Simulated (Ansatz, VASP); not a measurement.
## Cu: VASP beside Ansatz

Contents of INCAR:

```
SYSTEM = Cu
ALGO     = Normal         ! electronic algorithm
EDIFF    = 1E-7           ! SCF threshold, eV
ENCUT    = 520            ! plane-wave cutoff, eV
GGA      = PS             ! functional
ISIF     = 2              ! what is computed and relaxed
ISMEAR   = -1             ! smearing method
LASPH    = .TRUE.         ! aspherical terms in the spheres
LCHARG   = .FALSE.        ! write CHGCAR
LREAL    = .FALSE.        ! projectors in reciprocal space
LWAVE    = .FALSE.        ! write WAVECAR
NBANDS   = 12             ! bands
NELM     = 60             ! most SCF steps
PREC     = Accurate       ! precision mode
SIGMA    = 0.1            ! smearing width, eV
```

Contents of KPOINTS:

```
k-points
0
G
  25 25 25
  0 0 0
```

The input POSCAR:

```
Cu
1.0
    0.0000000000      1.8048401400      1.8048401400
    1.8048401400      0.0000000000      1.8048401400
    1.8048401400      1.8048401400      0.0000000000
Cu
1
Direct
    0.0000000000      0.0000000000      0.0000000000
```

Input for Ansatz:

```yaml
crystal:
  lattice:
    - [0.0, 1.8048401415, 1.8048401415]
    - [1.8048401415, 0.0, 1.8048401415]
    - [1.8048401415, 1.8048401415, 0.0]
  atoms:
    - { symbol: Cu, position: [0.0, 0.0, 0.0] }
hamiltonian:
  xc: pbesol
  pseudopotentials:
    kind: paw
    azcp:
      Cu: "pseudopotentials/Cu.paw.azcp"
basis:
  ecutwfc: 420
  fft_grid_basis: typed
kpoints:
  mp_grid: { grid: [25, 25, 25], shift: [0, 0, 0] }
magnetization:
  spin_polarized: false
scf:
  occupations: { method: fermi_dirac, width: 0.1 }
output:
  stress: true
```

Alike in both runs: task single point; functional PBEsol; k mesh 25 × 25 × 25; occupations fermi-dirac, width 0.1 eV; no spin polarisation.

|  | VASP | Ansatz |
| --- | --- | --- |
| version | VASP 6.6.1 | Ansatz 0.2.0 |
| potentials or method | VASP PAW PBE potentials, release 64 (Cu), cutoff 520 eV | plane waves (420 eV) with PAW, scalar-relativistic |
| valence electrons in the cell | 11 | 19 |

```tsv
	VASP	Ansatz	Ansatz less VASP
pressure (GPa)	-5.2	-5.9	-0.69
```

VASP's potentials were made for PBE, not for PBEsol, and Ansatz warns of the same on its side. With one functional, cell and mesh, what is left measures potentials, basis and numerics. VASP's potentials hold 11 valence electrons a cell and Ansatz's 19, so a difference there can come from the potentials and not from the codes.
